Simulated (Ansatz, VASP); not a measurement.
# Two plane-wave programs on Si

INCAR

```
PREC = Accurate
ENCUT = 520
EDIFF = 1E-6
ISMEAR = 0
SIGMA = 0.03
LREAL = F
LASPH = T
NELM = 80
ALGO = Normal
ISIF = 2
LWAVE = F
LCHARG = F
GGA = CA
NBANDS = 16
```

KPOINTS

```
regular mesh
0
Gamma
  12 12 6
```

POSCAR

```
Si
1.0
    3.8537843876      0.0000000000      0.0000000000
   -1.9268921938      3.3374751803      0.0000000000
    0.0000000000      0.0000000000      6.1198096075
Si
4
Direct
    0.3333333333      0.6666666667      0.0391837161
    0.6666666667      0.3333333333      0.5391837161
    0.3333333333      0.6666666667      0.4608162839
    0.6666666667      0.3333333333      0.9608162839
```

Input for Ansatz:

```yaml
crystal:
  lattice:
    - [3.8537843876, 0.0, 0.0]
    - [-1.9268921938, 3.3374751803, 0.0]
    - [0.0, 0.0, 6.1198096075]
  atoms:
    - { symbol: Si, position: [0.3333333333, 0.6666666667, 0.0391837161] }
    - { symbol: Si, position: [0.6666666667, 0.3333333333, 0.5391837161] }
    - { symbol: Si, position: [0.3333333333, 0.6666666667, 0.4608162839] }
    - { symbol: Si, position: [0.6666666667, 0.3333333333, 0.9608162839] }
basis:
  ecutwfc: 420
kpoints:
  mp_grid: { grid: [12, 12, 6] }
hamiltonian:
  xc: lda
  pseudopotentials: { kind: paw, azcp: { folder: soft_1 } }
scf:
  occupations: { method: gaussian, width: 0.03 }
output:
  forces: true
  stress: true
  eigenvalues: true
```

Alike in both runs: task single point; functional LDA; k mesh 12 × 12 × 6; occupations gaussian, width 0.03 eV; no spin polarisation.

|  | VASP | Ansatz |
| --- | --- | --- |
| version | VASP 6.6.1 | Ansatz 0.2.0 |
| potentials or method | VASP PAW LDA potentials, release 64 (Si), cutoff 520 eV | scalar-relativistic, plane waves, PAW |
| valence electrons in the cell | 16 | 16 |

```csv
,VASP,Ansatz,Ansatz less VASP
gap on the k mesh at the Fermi level (eV),none,none,-
pressure (GPa),0.7,0.6,-0.05
"traceless stress, the component that is largest in VASP (GPa)",-5.11,-5.10,+0.006
rms of the force components (eV/Å),1.140,1.140,-0.0001
```

Ansatz warns that its potentials were made for another functional, while VASP's fit it. LDA's correlation is that of Perdew and Zunger in VASP and of Perdew and Wang (1992) in Ansatz. Atom by atom the forces differ by 0.000 eV/Å (rms over components). A gap of «none» marks a metal or a gap that the smearing closes.
